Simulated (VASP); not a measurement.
# TiGe4Mo (Cmmm) in VASP: a series of runs

Runs on TiGe4Mo. Level: PBE. Tasks: single point, relaxation of cell and atoms.

Program: VASP 6.6.1. These are calculated values, not measurements. Logs are shortened: lines on timing, memory, paths and dates and some standing lists are left out, and cuts for length are marked.

## Step 1: The cell of the first run

Symmetry: Cmmm, No. 65, orthorhombic system. The conventional cell has a = 4.743 Å, b = 8.407 Å, c = 4.740 Å, α = 90.00°, β = 90.00°, γ = 90.00°. Ti (site symmetry mmm) has 10 Ge at 2.73 to 2.82 Å and 4 Mo at 3.35 Å within 3.6 Å. Within 3.6 Å of Ge (site symmetry m2m) lie 9 Ge at 2.71 to 3.35 Å and 2 Ti at 2.73 Å and 3 Mo at 2.73 to 2.85 Å. Within 3.6 Å of Ge (site symmetry m2m) lie 2 Mo at 2.75 Å and 3 Ti at 2.75 to 2.82 Å and 9 Ge at 2.77 to 3.35 Å. Within 3.6 Å of Mo (site symmetry mmm) lie 10 Ge at 2.73 to 2.85 Å and 4 Ti at 3.35 Å.

## Step 2: Single point, PBE

The input, INCAR:

```
SYSTEM = TiGe4Mo
ALGO = Normal
EDIFF = 1E-6
ENCUT = 520
GGA = PE
ISIF = 2
ISMEAR = 0
LASPH = .True.
LCHARG = .True.
LELF = .True.
LREAL = .False.
LVHAR = .True.
LWAVE = .False.
NBANDS = 50
NELM = 100
PREC = Accurate
SIGMA = 0.1
```

The input, KPOINTS:

```
k-points
0
Gamma
  4 4 4
  0 0 0
```

The input, POSCAR:

```
TiGe4Mo
1.0
    2.3714652201     -4.2032826868      0.0000000000
    2.3714652201      4.2032826868      0.0000000000
    0.0000000000      0.0000000000      4.7404214445
Ti Ge Mo
1 4 1
Direct
    0.5000000000      0.5000000000      0.5000000000
    0.6609331866      0.3390668134      0.0000000000
    0.1650293021      0.8349706979      0.5000000000
    0.3390668134      0.6609331866      0.0000000000
    0.8349706979      0.1650293021      0.5000000000
    0.0000000000      0.0000000000      0.0000000000
```

Potentials or basis: VASP PAW PBE potentials, release 64 (Ti_sv, Ge_d, Mo_sv).

Started as:

```
$ cat potpaw_PBE.64/Ti_sv/POTCAR potpaw_PBE.64/Ge_d/POTCAR potpaw_PBE.64/Mo_sv/POTCAR > POTCAR
$ mpirun -np 1 vasp_std > vasp.out
```

OUTCAR:

```text
SYSTEM = TiGe4Mo
   EDIFF = 1E-6
   ENCUT = 520
   GGA = PE
   ISIF = 2
   ISMEAR = 0
   LASPH = .True.
   LREAL = .False.
   NELM = 100
   PREC = Accurate

 ion  position               nearest neighbor table
   1  0.500  0.500  0.500-   2 2.73   4 2.73   2 2.73   4 2.73   3 2.75   5 2.75   3 2.75   5 2.75
                             3 2.82   5 2.82
   2  0.661  0.339  0.000-   4 2.71   1 2.73   1 2.73   6 2.73   6 2.73   5 2.79   5 2.79   4 2.80
                             4 2.80   6 2.85
   3  0.165  0.835  0.500-   6 2.75   6 2.75   1 2.75   1 2.75   5 2.77   5 2.77   5 2.77   4 2.79
                             4 2.79   1 2.82
   4  0.339  0.661  0.000-   2 2.71   1 2.73   1 2.73   6 2.73   6 2.73   3 2.79   3 2.79   2 2.80
                             2 2.80   6 2.85
   5  0.835  0.165  0.500-   6 2.75   6 2.75   1 2.75   1 2.75   3 2.77   3 2.77   3 2.77   2 2.79
                             2 2.79   1 2.82
   6  0.000  0.000  0.000-   2 2.73   4 2.73   2 2.73   4 2.73   3 2.75   5 2.75   3 2.75   5 2.75
                             4 2.85   2 2.85

  LATTYP: Found a base centered orthorhombic cell.
 ALAT       =     4.7429304402
 B/A-ratio  =     1.7724412111
 C/A-ratio  =     0.9994710031

  Lattice vectors:

 A1 = (   2.3714652201,  -4.2032826868,   0.0000000000)
 A2 = (   2.3714652201,   4.2032826868,   0.0000000000)
 A3 = (   0.0000000000,   0.0000000000,   4.7404214445)

Analysis of symmetry for initial positions (statically):
=====================================================================
 Subroutine PRICEL returns:
 Original cell was already a primitive cell.

 Routine SETGRP: Setting up the symmetry group for a
 base centered orthorhombic supercell.

 Subroutine GETGRP returns: Found  8 space group operations
 (whereof  8 operations were pure point group operations)
 out of a pool of  8 trial point group operations.

The static configuration has the point symmetry D_2h.

Analysis of symmetry for dynamics (positions and initial velocities):
=====================================================================
 Subroutine PRICEL returns:
 Original cell was already a primitive cell.

 Routine SETGRP: Setting up the symmetry group for a
 base centered orthorhombic supercell.

 Subroutine GETGRP returns: Found  8 space group operations
 (whereof  8 operations were pure point group operations)
 out of a pool of  8 trial point group operations.

The dynamic configuration has the point symmetry D_2h.

 Subroutine INISYM returns: Found  8 space group operations
 (whereof  8 operations are pure point group operations),
[... 103 lines left out ...]
   NSW    =      0    number of steps for IOM
   IBRION =     -1    ionic relax: 0-MD 1-quasi-New 2-CG
   NFREE  =      0    steps in history (QN), initial steepest desc. (CG)
   ISIF   =      2    stress and relaxation
   ISYM   =      2    0-nonsym 1-usesym 2-fastsym
   POTIM  = 0.5000    time-step for ionic-motion
   TEBEG  =    0.0;   TEEND  =   0.0 temperature during run
   PSTRESS=    0.0 pullay stress
   NELECT =      82.0000    total number of electrons
   NUPDOWN=      -1.0000    fix difference up-down
   EMIN   =  10.00;   EMAX   =-10.00  energy-range for DOS
   EFERMI =   0.00;   METHOD = LEGACY
   ISMEAR =     0;   SIGMA  =   0.10  broadening in eV -4-tet -1-fermi 0-gaus
   EFERMI_NEDOS =   21; number of points for ismear=-14 and -15
   IALGO  =     38    algorithm
   IMIX   =      4    mixing-type and parameters
     AMIX     =   0.40;   BMIX     =  1.00
     AMIX_MAG =   1.60;   BMIX_MAG =  1.00
  volume/ion in A,a.u.               =      15.75       106.29
  Fermi-wavevector in a.u.,A,eV,Ry     =   1.561452  2.950717 33.172811  2.438133
  Thomas-Fermi vector in A             =   2.664515
   LORBIT       =      0    0 simple, 1 ext, 2 COOP (PROOUT), +10 PAW based schemes
   GGA     = PE    functional components
   LHFCALC =     F    Hartree Fock is set to
   AEXX    =    0.0000 exact exchange contribution
   IVDW    =     0    specifies the selected vdW correction
   LEPSILON=     F    determine dielectric tensor
   LRPA    =     F    only Hartree local field effects (RPA)
 non-spin polarized calculation
 Gauss-broadening in eV      SIGMA  =   0.10
  energy-cutoff  :      520.00
  volume of cell :       94.50
 maximum number of plane-waves:      2564
   NGX = 17   NGY = 17   NGZ = 17

 number of electron      82.0000004 magnetization

 Free energy of the ion-electron system (eV)
  ---------------------------------------------------
  ext. energy  EPLUGINS =         0.00000000
  ---------------------------------------------------
  free energy    TOTEN  =       -38.15012116 eV

  energy without entropy =      -38.13613073  energy(sigma->0) =      -38.14312594

 E-fermi :   9.1421     XC(G=0): -12.3822

 val. band max:        9.1295740421   @ k =   0.0000   0.0000   0.2500
 cond. band min:       9.1711939751   @ k =   0.5000   0.5000   0.0000
 fundamental gap:      0.0416199331
 Fermi energy:         9.1421289342

 k-point     1 :       0.0000    0.0000    0.0000
  band No.  band energies     occupation
      1     -51.7059      2.00000
      2     -47.4310      2.00000
      3     -25.8436      2.00000
      4     -25.8116      2.00000
      5     -25.7877      2.00000
      6     -23.7624      2.00000
[... 1102 lines left out ...]
     49      14.8600      0.00000
     50      15.0153      0.00000

------------------------ aborting loop because EDIFF is reached ----------------------------------------

  FORCE on cell =-STRESS in cart. coord.  units (eV):
  Direction    XX          YY          ZZ          XY          YZ          ZX
  --------------------------------------------------------------------------------------
  -------------------------------------------------------------------------------------
  Total        0.1055827      0.0994543      0.0947037      0.0000000      0.0000000      0.0000000
  in kB        1.7899922      1.6860934      1.6055553      0.0000000      0.0000000      0.0000000
  external PRESSURE =       1.6938803 kB  Pullay stress =       0.0000000 kB

 VOLUME and BASIS-vectors are now :
 -----------------------------------------------------------------------------
  energy-cutoff  :      520.00
  volume of cell :       94.50
      direct lattice vectors                 reciprocal lattice vectors
     2.371465220 -4.203282687  0.000000000     0.210840115 -0.118954645  0.000000000
     2.371465220  4.203282687  0.000000000     0.210840115  0.118954645  0.000000000
     0.000000000  0.000000000  4.740421444     0.000000000  0.000000000  0.210951708

 POSITION                                       TOTAL-FORCE (eV/Angst)
 -----------------------------------------------------------------------------------
      2.37147      0.00000      2.37021         0.000000     -0.000000      0.000000
      2.37147     -1.35290      0.00000         0.000000     -0.001249      0.000000
      2.37147      2.81595      2.37021         0.000000     -0.007238     -0.000000
      2.37147      1.35290      0.00000         0.000000      0.001249      0.000000
      2.37147     -2.81595      2.37021         0.000000      0.007238      0.000000
      0.00000      0.00000      0.00000        -0.000000     -0.000000      0.000000
 -----------------------------------------------------------------------------------
    total drift:                                0.000000     -0.000000      0.000000

  FREE ENERGIE OF THE ION-ELECTRON SYSTEM (eV)
  ---------------------------------------------------
  free  energy   TOTEN  =       -38.1501211566 eV

  energy  without entropy=      -38.1361307329  energy(sigma->0) =      -38.14312594
```

OSZICAR:

```text
N       E                     dE             d eps       ncg     rms          rms(c)
DAV:   1     0.103261068704E+04    0.10326E+04   -0.36478E+04  2632   0.435E+03
DAV:   2     0.159893880213E+03   -0.87272E+03   -0.84152E+03  2140   0.101E+03
DAV:   3    -0.204679281317E+02   -0.18036E+03   -0.17460E+03  2182   0.276E+02
DAV:   4    -0.400082860970E+02   -0.19540E+02   -0.19062E+02  2986   0.832E+01
DAV:   5    -0.409489644842E+02   -0.94068E+00   -0.93662E+00  2704   0.175E+01    0.179E+01
DAV:   6    -0.388921741233E+02    0.20568E+01   -0.20554E+01  3120   0.210E+01    0.640E+00
DAV:   7    -0.384319066763E+02    0.46027E+00   -0.74093E+00  2488   0.146E+01    0.457E+00
DAV:   8    -0.382249451437E+02    0.20696E+00   -0.97194E-01  2820   0.635E+00    0.307E+00
DAV:   9    -0.381560568390E+02    0.68888E-01   -0.26086E-01  2512   0.347E+00    0.937E-01
DAV:  10    -0.381501928428E+02    0.58640E-02   -0.49132E-02  2818   0.223E+00    0.321E-01
DAV:  11    -0.381500664052E+02    0.12644E-03   -0.37647E-03  2714   0.139E+00    0.758E-02
DAV:  12    -0.381501162883E+02   -0.49883E-04   -0.74134E-04  2856   0.375E-01    0.416E-02
DAV:  13    -0.381501218534E+02   -0.55651E-05   -0.15714E-04  2742   0.243E-01    0.184E-02
DAV:  14    -0.381501204268E+02    0.14266E-05   -0.21502E-05  2856   0.126E-01    0.408E-03
DAV:  15    -0.381501214890E+02   -0.10622E-05   -0.62226E-06  2180   0.209E-02    0.268E-03
DAV:  16    -0.381501211566E+02    0.33233E-06   -0.33237E-07  1234   0.481E-03
   1 F= -.38150121E+02 E0= -.38143126E+02  d E =-.139904E-01
```

stdout:

```text
POSCAR found type information on POSCAR TiGeMo
 POSCAR found :  3 types and       6 ions
 scaLAPACK will be used
 LDA part: xc-table for (Slater+PW92), standard interpolation
 POSCAR, INCAR and KPOINTS ok, starting setup
 FFT: planning ... GRIDC
 FFT: planning ... GRID_SOFT
 FFT: planning ... GRID
 WAVECAR not read
 entering main loop
```

It took 45 s on 1 thread of Intel Xeon 6975P-C (Granite Rapids), shared host; peak memory 0.24 GiB.

Results:

```
Free energy            : -38.1501 eV
Pressure               : 0.2 GPa
Largest force          : 0.007 eV/Å
Band gap on the k mesh : zero (bands 41 and 42 overlap by 1.43 eV)
```

Forces in eV/Å, atoms in the order of the input:
```
Ti   0.000  0.000  0.000
Ge   0.000 -0.001  0.000
Ge   0.000 -0.007  0.000
Ge   0.000  0.001  0.000
Ge   0.000  0.007  0.000
Mo   0.000  0.000  0.000
```

Levels at points of the mesh, in eV from the Fermi level:
| k point | band 38 | band 39 | band 40 | band 41 | band 42 | band 43 | band 44 | band 45 |
| --- | --- | --- | --- | --- | --- | --- | --- | --- |
| (0.00, 0.00, 0.00) | -1.51 | -1.40 | -0.95 | -0.80 | 1.19 | 2.32 | 2.46 | 2.74 |
| (0.50, 0.00, 0.00) | -1.71 | -1.52 | -1.50 | -0.44 | -0.19 | 1.38 | 1.58 | 2.15 |
| (0.50, 0.50, 0.00) | -0.82 | -0.72 | 0.03 | 0.06 | 0.32 | 0.56 | 1.22 | 2.35 |
| (0.00, 0.00, 0.50) | -1.82 | -1.37 | -1.05 | -0.94 | -0.78 | 1.89 | 2.51 | 3.20 |
| (0.50, 0.00, 0.50) | -1.53 | -1.04 | -0.52 | 0.65 | 0.78 | 2.24 | 2.36 | 2.87 |
| (0.50, 0.50, 0.50) | -1.28 | -0.43 | -0.06 | -0.01 | 0.62 | 0.77 | 1.27 | 1.63 |

Caveat: the k points lie up to 0.38 Å⁻¹ apart, too coarse for converged energies and pressures of a metal.

## Step 3: Single point, PBE

This run uses another cell than the first one, of 18.23 Å³/atom.

The input, INCAR:

```
  PREC = Accurate
  ENCUT = 520
  EDIFF = 1E-7
  ISMEAR = 0
  SIGMA = 0.1
  LREAL = False
  LASPH = True
  NELM = 60
  ALGO = Normal
  ISIF = 2
  LWAVE = False
  LCHARG = False
  GGA = PE
  NBANDS = 50
```

The input, KPOINTS:

```
regular mesh
0
Gamma
  4 4 4
```

The input, POSCAR:

```
TiGe4Mo
1.0
    2.5032571900     -4.3643446500      0.0000000000
    2.5032571900      4.3643446500      0.0000000000
    0.0000000000      0.0000000000      5.0065143800
Ti Ge Mo
1 4 1
Direct
    0.5000000000      0.5000000000      0.5000000000
    0.6616742600      0.3383257400      0.0000000000
    0.1616742600      0.8383257400      0.5000000000
    0.3383257400      0.6616742600      0.0000000000
    0.8383257400      0.1616742600      0.5000000000
    0.0000000000      0.0000000000      0.0000000000
```

Potentials or basis: VASP PAW PBE potentials, release 64 (Ti_sv, Ge_d, Mo_sv).

Started as:

```
$ cat potpaw_PBE.64/Ti_sv/POTCAR potpaw_PBE.64/Ge_d/POTCAR potpaw_PBE.64/Mo_sv/POTCAR > POTCAR
$ mpirun -np 1 vasp_std > vasp.out
```

It took 69 s on 1 thread of Intel Xeon 6975P-C (Granite Rapids), shared host; peak memory 0.29 GiB.

The run converged. Its results:

```
Free energy            : -37.4131 eV
Pressure               : -13.9 GPa
Largest force          : 0.265 eV/Å
Band gap on the k mesh : zero (bands 41 and 42 overlap by 1.13 eV)
```

Forces in eV/Å, atoms in the order of the input:
```
Ti   0.000  0.000  0.000
Ge   0.000  0.265  0.000
Ge   0.000  0.077  0.000
Ge   0.000 -0.265  0.000
Ge   0.000 -0.077  0.000
Mo   0.000  0.000  0.000
```

Stress tensor (GPa, compression positive):
```
-14.23   0.00   0.00
  0.00 -13.05   0.00
  0.00   0.00 -14.49
```

Levels at points of the mesh, in eV from the Fermi level:
```tsv
k point	band 38	band 39	band 40	band 41	band 42	band 43	band 44	band 45
(0.00, 0.00, 0.00)	-1.14	-1.12	-0.76	-0.70	0.94	1.85	1.99	2.18
(0.50, 0.00, 0.00)	-1.40	-1.36	-1.22	-0.29	-0.10	0.98	1.39	1.71
(0.50, 0.50, 0.00)	-0.76	-0.64	-0.01	0.01	0.31	0.50	0.97	1.72
(0.00, 0.00, 0.50)	-1.52	-1.02	-0.95	-0.72	-0.59	1.37	1.95	2.68
(0.50, 0.00, 0.50)	-1.21	-0.73	-0.46	0.54	0.65	1.77	1.89	2.15
(0.50, 0.50, 0.50)	-1.13	-0.27	0.02	0.04	0.64	0.74	0.99	1.45
```

Caveat: the k points lie up to 0.36 Å⁻¹ apart, too coarse for converged energies and pressures of a metal.

## Step 4: Relaxation of cell and atoms, PBE

This run uses another cell than the first one, of 18.23 Å³/atom.

The input, INCAR:

```
ALGO = Normal ; EDIFF = 1E-7
EDIFFG = -0.04 ; ENCUT = 600
GGA = PE ; IBRION = 2
ISIF = 3 ; ISMEAR = 0
LASPH = True ; LCHARG = False
LREAL = False ; LWAVE = False
NELM = 100 ; NSW = 90
PREC = Accurate ; SIGMA = 0.1
```

The input, KPOINTS:

```
k-points
0
Gamma
  4 4 4
```

POSCAR is that of step 3.

Started as:

```
$ cat potpaw_PBE.64/Ti_sv/POTCAR potpaw_PBE.64/Ge_d/POTCAR potpaw_PBE.64/Mo_sv/POTCAR > POTCAR
$ mpirun -np 1 vasp_std > vasp.out
```

Run time: 8.3 min. Hardware: 1 thread of Intel Xeon 6975P-C (Granite Rapids), shared host; peak memory 0.33 GiB.

The run converged. Its results:

| Item | Value |
| --- | --- |
| Free energy | -38.1565 eV |
| Relaxed volume | 15.76 Å³/atom |
| Relaxed cell | a = 4.825 Å, b = 4.825 Å, c = 4.744 Å, α = 90.00°, β = 90.00°, γ = 121.10° |
| Space group after relaxing (to 0.1 Å) | Cmmm (No. 65) |
| Energy gained by relaxing | 123.9 meV/atom |
| Ionic steps | 9 |
| Pressure after relaxing | 0.0 GPa |
| Largest force after relaxing | 0.004 eV/Å |
| Band gap on the k mesh | zero (bands 41 and 42 overlap by 1.43 eV) |

Forces in eV/Å, atoms in the order of the input:
```
Ti   0.000  0.000  0.000
Ge   0.000 -0.004  0.000
Ge   0.000  0.002  0.000
Ge   0.000  0.004  0.000
Ge   0.000 -0.002  0.000
Mo   0.000  0.000  0.000
```

Stress tensor (GPa, compression positive):
```
 0.03  0.00  0.00
 0.00  0.17  0.00
 0.00  0.00 -0.08
```

Step by step:
| step | energy change (eV) | largest force (eV/Å) | pressure (GPa) | volume (Å³) |
| --- | --- | --- | --- | --- |
| 1 | 0.0000 | 0.2647 | -13.91 | 109.39 |
| 2 | -0.3208 | 0.6803 | 16.42 | 86.20 |
| 3 | -0.7270 | 0.3185 | -0.17 | 95.01 |
| 4 | -0.7270 | 0.3285 | 0.18 | 94.73 |
| 5 | -0.7406 | 0.1605 | 0.24 | 94.54 |
| 6 | -0.7412 | 0.1174 | 0.27 | 94.48 |
| 7 | -0.7427 | 0.0447 | -0.24 | 94.81 |
| 8 | -0.7427 | 0.0349 | -0.32 | 94.86 |
| 9 | -0.7432 | 0.0038 | 0.04 | 94.58 |

Final structure:
```
Ti Ge Mo
1.0
     2.37247   -4.20170    0.00000
     2.37247    4.20170    0.00000
     0.00000    0.00000    4.74388
Ti Ge Mo
1 4 1
Direct
  0.50000 0.50000 0.50000
  0.66090 0.33910 0.00000
  0.16513 0.83487 0.50000
  0.33910 0.66090 0.00000
  0.83487 0.16513 0.50000
  0.00000 0.00000 0.00000
```

Levels at points of the mesh, in eV from the Fermi level:
```csv
k point,band 38,band 39,band 40,band 41,band 42,band 43,band 44,band 45
"(0.00, 0.00, 0.00)",-1.50,-1.40,-0.95,-0.80,1.19,2.32,2.45,2.73
"(0.50, 0.00, 0.00)",-1.70,-1.52,-1.50,-0.43,-0.19,1.38,1.58,2.15
"(0.50, 0.50, 0.00)",-0.82,-0.72,0.02,0.05,0.32,0.56,1.22,2.35
"(0.00, 0.00, 0.50)",-1.81,-1.37,-1.05,-0.93,-0.78,1.89,2.50,3.20
"(0.50, 0.00, 0.50)",-1.52,-1.04,-0.52,0.65,0.78,2.24,2.36,2.87
"(0.50, 0.50, 0.50)",-1.28,-0.43,-0.05,-0.02,0.62,0.77,1.27,1.63
```

Caveat: the k points lie up to 0.38 Å⁻¹ apart in the final cell, too coarse for converged energies and pressures of a metal.

## Step 5: Single point, PBE

The input, INCAR:

```
SYSTEM = TiGe4Mo
PREC = Accurate
ENCUT = 520
EDIFF = 1E-6
ISMEAR = 0
SIGMA = 0.1
LREAL = .False.
LASPH = .True.
NELM = 80
ALGO = Normal
ISIF = 2
LWAVE = .False.
LCHARG = .False.
GGA = PE
NBANDS = 50
```

The input, KPOINTS:

```
Automatic mesh
0
Gamma
  10 10 8
  0 0 0
```

The input, POSCAR:

```
TiGe4Mo
1.0
    2.3777254323     -4.2060531389      0.0000000000
    2.3777254323      4.2060531389      0.0000000000
    0.0000000000      0.0000000000      4.7291829963
Ti Ge Mo
1 4 1
Direct
    0.5000000000      0.5000000000      0.5000000000
    0.6610498605      0.3389501395      0.0000000000
    0.1643167884      0.8356832116      0.5000000000
    0.3389501395      0.6610498605      0.0000000000
    0.8356832116      0.1643167884      0.5000000000
    0.0000000000      0.0000000000      0.0000000000
```

Started as:

```
$ cat potpaw_PBE.64/Ti_sv/POTCAR potpaw_PBE.64/Ge_d/POTCAR potpaw_PBE.64/Mo_sv/POTCAR > POTCAR
$ mpirun -np 1 vasp_std > vasp.out
```

It took 7 min on 1 thread of Intel Xeon 6975P-C (Granite Rapids), shared host; peak memory 0.67 GiB.

The run converged. Its results:

* Free energy: -38.1374 eV
* Pressure: 0.2 GPa
* Band gap on the k mesh: zero (bands 41 and 42 overlap by 1.45 eV)

Forces in eV/Å, atoms in the order of the input:
```
Ti   0.000  0.000  0.000
Ge   0.000 -0.003  0.000
Ge   0.000 -0.002  0.000
Ge   0.000  0.003  0.000
Ge   0.000  0.002  0.000
Mo   0.000  0.000  0.000
```

Levels at points of the mesh, in eV from the Fermi level:
```
           k point  band 37  band 38  band 39  band 40  band 41  band 42  band 43  band 44  band 45  band 46
(0.00, 0.00, 0.00)    -2.07    -1.40    -1.26    -0.89    -0.74     1.29     2.40     2.54     2.85     3.23
(0.50, 0.00, 0.00)    -2.18    -1.59    -1.44    -1.37    -0.36    -0.14     1.49     1.69     2.19     2.33
(0.50, 0.50, 0.00)    -1.61    -0.71    -0.60     0.13     0.16     0.39     0.65     1.32     2.44     2.54
(0.00, 0.00, 0.50)    -1.87    -1.73    -1.29    -0.94    -0.86    -0.70     2.02     2.58     3.32     3.49
(0.50, 0.00, 0.50)    -1.72    -1.40    -0.93    -0.45     0.75     0.88     2.33     2.45     2.93     3.01
(0.50, 0.50, 0.50)    -1.36    -1.17    -0.31     0.00     0.07     0.76     0.83     1.40     1.70     2.15
```

## Step 6: Overview

```csv
task,cell,k mesh,cutoff (eV),gap on the mesh (eV),pressure (GPa),largest force (eV/Å)
single point,"a = 4.826, b = 4.826, c = 4.740 Å, angles 90.0, 90.0, 121.1°, 6 atoms, atomic positions A",4 × 4 × 4,520,none,0.2,0.01
single point,"a = 5.031, b = 5.031, c = 5.007 Å, angles 90.0, 90.0, 120.3°, 6 atoms, atomic positions B",4 × 4 × 4,520,none,-13.9,0.26
relaxation of cell and atoms,"relaxed from a = 5.031, b = 5.031, c = 5.007 Å, angles 90.0, 90.0, 120.3°, 6 atoms, atomic positions B",4 × 4 × 4,600,none,0.0,-
single point,"a = 4.832, b = 4.832, c = 4.729 Å, angles 90.0, 90.0, 121.0°, 6 atoms, atomic positions A",10 × 10 × 8,520,none,0.2,-
```

Alike in all rows: level PBE; potentials or basis VASP PAW PBE potentials, release 64 (Ti_sv, Ge_d, Mo_sv); no spin polarisation; smearing gaussian 0.1 eV.

Caveats: some runs use coarse meshes.

Absolute energies hang on the potentials; compare differences alone.
